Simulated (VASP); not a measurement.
Here is a VASP 6.6.1 calculation.

The input INCAR:

```
ALGO = Normal ; EDIFF = 1E-8
ENCUT = 520 ; GGA = PS
ISIF = 2 ; ISMEAR = -1
LASPH = T ; LCHARG = F
LEFG = T ; LREAL = F
LWAVE = F ; NBANDS = 32
NELM = 100 ; PREC = Accurate
SIGMA = 0.03
```

The input KPOINTS:

```
k-points
0
Gamma
  6 6 6
```

File POSCAR:

```
Bi2Se3
1.0
    2.0435026311      1.1798167941      9.4163232398
   -2.0435026311      1.1798167941      9.4163232398
    0.0000000000     -2.3596335883      9.4163232398
Bi Se
2 3
Direct
    0.4008000000      0.4008000000      0.4008000000
    0.5992000000      0.5992000000      0.5992000000
    0.0000000000      0.0000000000      0.0000000000
    0.2117000000      0.2117000000      0.2117000000
    0.7883000000      0.7883000000      0.7883000000
```

Potentials or basis: VASP PAW PBE potentials, release 64 (Bi_d, Se).

The run is started by

```bash
$ cat potpaw_PBE.64/Bi_d/POTCAR potpaw_PBE.64/Se/POTCAR > POTCAR
$ mpirun -np 1 vasp_std > vasp.out
```

(1) What does it give for the band gap on the k mesh?

(2) What does it give for the largest force?

## Answers

(1) 0.11 eV.

(2) 0.434 eV/Å.

Caveat: without QUAD_EFG the Cq values of the log hold for a quadrupole moment of 1 mb, not for the nuclei; the PAW data sets were made with another functional, which shifts forces and pressure a little; spin-orbit coupling is left out, which moves the levels of the heavy elements.
